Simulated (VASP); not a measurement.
# Na2Al: single point with PBE

Na2Al:

```xyz
6
Lattice="4.6515 0.0000 0.0000 0.0000 4.6515 0.0000 0.0000 0.0000 8.3869" Properties=species:S:1:pos:R:3 pbc="T T T"
Na    0.0000    0.0000    0.0000
Na    2.3258    2.3258    0.0000
Na    0.0000    2.3258    2.9838
Na    2.3258    0.0000    5.4031
Al    0.0000    2.3258    6.1286
Al    2.3258    0.0000    2.2582
```

| Item | Value |
| --- | --- |
| Program | VASP 6.6.1 |
| Task | single point |
| Functional | PBE |
| Potentials or basis | VASP PAW PBE potentials, release 64 (Na_pv, Al) |
| Cutoff | 520 eV |
| k mesh | 4 × 4 × 4 |
| Occupations | gaussian, width 0.1 eV |
| Spin | no spin polarisation |

* Pressure: 0.0 GPa
* Largest force: 0.003 eV/Å
* Band gap on the k mesh: zero (band 17 reaches 2.63 eV, above the bottom of band 18 at 0.47 eV)

Forces on the atoms (eV/Å):
```
Na   0.000  0.000  0.000
Na   0.000  0.000  0.000
Na   0.000  0.000  0.001
Na   0.000  0.000 -0.001
Al   0.000  0.000  0.003
Al   0.000  0.000 -0.003
```

Stress tensor (GPa, compression positive):
```
-0.08  0.00  0.00
 0.00 -0.08  0.00
 0.00  0.00  0.05
```

Levels at points of the mesh, in eV from the Fermi level:
```tsv
k point	band 14	band 15	band 16	band 17	band 18	band 19	band 20	band 21
(0.00, 0.00, 0.00)	-4.55	-2.05	1.08	1.08	1.29	1.88	1.88	2.18
(0.50, 0.00, 0.00)	-4.45	-1.48	-1.48	-0.53	-0.53	1.93	1.93	3.79
(0.50, 0.50, 0.00)	-3.83	-1.20	-1.20	-0.10	-0.10	0.28	0.28	1.33
(0.00, 0.00, 0.50)	-5.16	-0.76	-0.61	1.39	1.39	1.42	1.42	2.49
(0.50, 0.00, 0.50)	-4.42	-1.96	-1.96	0.59	0.59	1.95	1.95	2.19
(0.50, 0.50, 0.50)	-3.82	-0.79	-0.79	-0.77	-0.77	-0.11	-0.11	2.37
```

Wall time 25 s on 1 thread of AMD EPYC 9R45 96-Core Processor (Zen 5), with other jobs on the host, peak memory 0.25 GiB.
